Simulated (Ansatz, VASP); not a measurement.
## Two plane-wave programs on C

INCAR

```
SYSTEM = C
PREC     = Accurate       ! precision mode
ENCUT    = 520            ! plane-wave cutoff, eV
EDIFF    = 1E-6           ! SCF threshold, eV
ISMEAR   = 0              ! smearing method
SIGMA    = 0.02           ! smearing width, eV
LREAL    = .False.        ! projectors in reciprocal space
LASPH    = .True.         ! aspherical terms in the spheres
NELM     = 100            ! most SCF steps
ALGO     = Normal         ! electronic algorithm
ISIF     = 2              ! what is computed and relaxed
LWAVE    = .False.        ! write WAVECAR
LCHARG   = .False.        ! write CHGCAR
GGA      = PS             ! functional
IBRION   = 2              ! ionic algorithm
NSW      = 60             ! ionic steps
EDIFFG   = -0.002         ! ionic threshold
```

The input KPOINTS:

```
regular mesh
0
Gamma
  9 9 6
  0 0 0
```

The input POSCAR:

```
C
1.0
    2.4612466108      0.0000000000      0.0000000000
   -1.2306233054      2.1315020900      0.0000000000
    0.0000000000      0.0000000000      4.1653029914
C
4
Direct
    0.3333333333      0.6666666667     -0.0001040127
    0.6666666667      0.3333333333      0.4998959873
    0.3333333333      0.6666666667      0.3741040127
    0.6666666667      0.3333333333      0.8741040127
```

Input for Ansatz:

```yaml
crystal:
  lattice:
    - [2.4612466108, 0.0, 0.0]
    - [-1.2306233054, 2.13150209, 0.0]
    - [0.0, 0.0, 4.1653029914]
  atoms:
    - { symbol: C, position: [0.3333333333, 0.6666666667, -0.0001040127] }
    - { symbol: C, position: [0.6666666667, 0.3333333333, 0.4998959873] }
    - { symbol: C, position: [0.3333333333, 0.6666666667, 0.3741040127] }
    - { symbol: C, position: [0.6666666667, 0.3333333333, 0.8741040127] }
basis:
  ecutwfc: 420
kpoints:
  mp_grid: { grid: [9, 9, 6] }
hamiltonian:
  xc: pbesol
  pseudopotentials: { kind: paw, azcp: { folder: soft_1 } }
scf:
  occupations: { method: gaussian, width: 0.02 }
output:
  forces: true
  stress: true
  eigenvalues: true
relax:
  adjacent_minimum: "off"
  f_tol: 0.002
  max_steps: 40
```

Change from the starting cell: strained cell.

Alike in both runs: task relaxation of the atoms; functional PBEsol; k mesh 9 × 9 × 6; occupations gaussian, width 0.02 eV; no spin polarisation.

|  | VASP | Ansatz |
| --- | --- | --- |
| version | VASP 6.6.1 | Ansatz 0.2.0 |
| potentials or method | VASP PAW PBE potentials, release 64 (C), cutoff 520 eV | scalar-relativistic, plane waves, PAW |
| valence electrons in the cell | 16 | 16 |

VASP gave:

| Property | Result |
| --- | --- |
| gap on the k mesh at the Fermi level, each at its own relaxed structure (eV) | 2.87 |

Question: Which values does Ansatz return?

Answer: gap on the k mesh at the Fermi level, each at its own relaxed structure (eV): 2.89.

VASP's potentials were made for PBE, not for PBEsol, and Ansatz warns of the same on its side. Ansatz's warnings: stress scf threshold loose.
